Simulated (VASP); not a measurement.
A run of VASP 6.6.1 is set up as follows.

Contents of INCAR:

```
ALGO = Normal
EDIFF = 1E-6
ENCUT = 500
GGA = PE
GGA_COMPAT = F
ISIF = 2
ISMEAR = 0
LASPH = T
LCHARG = F
LREAL = F
LWAVE = F
NBANDS = 32
NELM = 120
PREC = Accurate
SIGMA = 0.1
```

The input KPOINTS:

```
k-points
0
Gamma
  4 4 4
```

POSCAR

```
Ba3Ir
1.0
    4.9814949700      0.0000000000      0.0000000000
    0.0000000000      4.9814949700      0.0000000000
    0.0000000000      0.0000000000      5.0518694400
Ba Ir
3 1
Direct
    0.5000000000      0.5000000000      0.0000000000
    0.0000000000      0.5000000000      0.5000000000
    0.5000000000      0.0000000000      0.5000000000
    0.0000000000      0.0000000000      0.0000000000
```

Potentials or basis: VASP PAW PBE potentials, release 64 (Ba_sv, Ir_sv_GW).

The run is started by

```sh
$ cat potpaw_PBE.64/Ba_sv/POTCAR potpaw_PBE.64/Ir_sv_GW/POTCAR > POTCAR
$ mpirun -np 1 vasp_std > vasp.out
```

Estimate the pressure.

4.3 GPa.

Stress tensor (GPa, compression positive):
```
4.43 0.00 0.00
0.00 4.43 0.00
0.00 0.00 3.98
```
